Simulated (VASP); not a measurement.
Write the native input for VASP 6.6.1 that does the following.

```
Task                   : single point
Functional             : PBEsol
Potentials or basis    : VASP PAW PBE potentials, release 64 (La, Te)
Cutoff                 : 520 eV
k mesh                 : 8 × 8 × 8
Occupations            : gaussian, width 0.05 eV
Spin                   : no spin polarisation
Dipole correction      : no
Further INCAR settings : ALGO = Normal; EDIFF = 1e-06; NBANDS = 16
```

The structure of LaTe lies in POSCAR:

```
LaTe
1.0
    0.0000000000      3.2115131412      3.2115131412
    3.2115131412      0.0000000000      3.2115131412
    3.2115131412      3.2115131412      0.0000000000
La Te
1 1
Direct
    0.5000000000      0.5000000000      0.5000000000
    0.0000000000      0.0000000000      0.0000000000
```

The input as run:

INCAR

```
SYSTEM = LaTe
  PREC = Accurate
  ENCUT = 520
  EDIFF = 1E-6
  ISMEAR = 0
  SIGMA = 0.05
  LREAL = .FALSE.
  LASPH = .TRUE.
  NELM = 100
  ALGO = Normal
  ISIF = 2
  LWAVE = .FALSE.
  LCHARG = .TRUE.
  GGA = PS
  LELF = .TRUE.
  LVHAR = .TRUE.
  NBANDS = 16
```

KPOINTS

```
regular mesh
0
G
  8 8 8
  0 0 0
```

Potentials or basis: VASP PAW PBE potentials, release 64 (La, Te).

Command:

```console
$ cat potpaw_PBE.64/La/POTCAR potpaw_PBE.64/Te/POTCAR > POTCAR
$ mpirun -np 1 vasp_std > vasp.out
```

It gave:

```json
{
 "Pressure": "-0.9 GPa"
}
```

Caveat: the PAW data sets were made with another functional, which shifts forces and pressure a little.

It took 62 s on 1 thread of AMD EPYC 7R43 64-Core Processor (Zen 3), on a shared host, peak memory 0.19 GiB.
